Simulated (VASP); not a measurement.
Crystal: GaP4.

```
CELL_PARAMETERS angstrom
4.39448 0.00000 0.00000
-2.19724 3.80573 0.00000
0.00000 0.00000 5.39854
ATOMIC_POSITIONS crystal
Ga 0.00000 0.00000 0.50000
P 0.33333 0.66667 0.00000
P 0.66667 0.33333 0.00000
P 0.33333 0.66667 0.50000
P 0.66667 0.33333 0.50000
```

| Property | Result |
| --- | --- |
| Program | VASP 6.6.1 |
| Task | relaxation of cell and atoms |
| Functional | PBE |
| Potentials or basis | VASP PAW PBE potentials, release 64 (Ga_d, P) |
| Cutoff | 600 eV |
| k mesh | 6 × 6 × 4 |
| Occupations | gaussian, width 0.1 eV |
| Spin | no spin polarisation |

At the start: pressure 0.5 GPa; volume 18.06 Å³/atom.

**Question.** How do energy, volume and symmetry change on relaxing?

**Answer.** Over 7 steps the energy falls by 82.5 meV/atom and the volume is 17.43 Å³/atom (-3.5 %); space group P6/mmm (No. 191, to 0.05 Å).

Step by step:
```
step  energy change (eV)  largest force (eV/Å)  pressure (GPa)  volume (Å³)
   1              0.0000                0.0000            0.51        90.29
   2             -0.3730                0.0000           -2.38        90.74
   3             -0.3789                0.0000           -2.56        90.75
   4             -0.3778                0.0000           -2.67        90.75
   5             -0.3804                0.0000           -2.64        90.75
   6             -0.4122                0.0000            0.16        86.83
   7             -0.4125                0.0000           -0.08        87.14
```

Final structure:
```
CELL_PARAMETERS angstrom
4.53116 0.00000 0.00000
-2.26558 3.92410 0.00000
0.00000 0.00000 4.90088
ATOMIC_POSITIONS crystal
Ga 0.00000 0.00000 0.50000
P 0.33333 0.66667 0.00000
P 0.66667 0.33333 0.00000
P 0.33333 0.66667 0.50000
P 0.66667 0.33333 0.50000
```
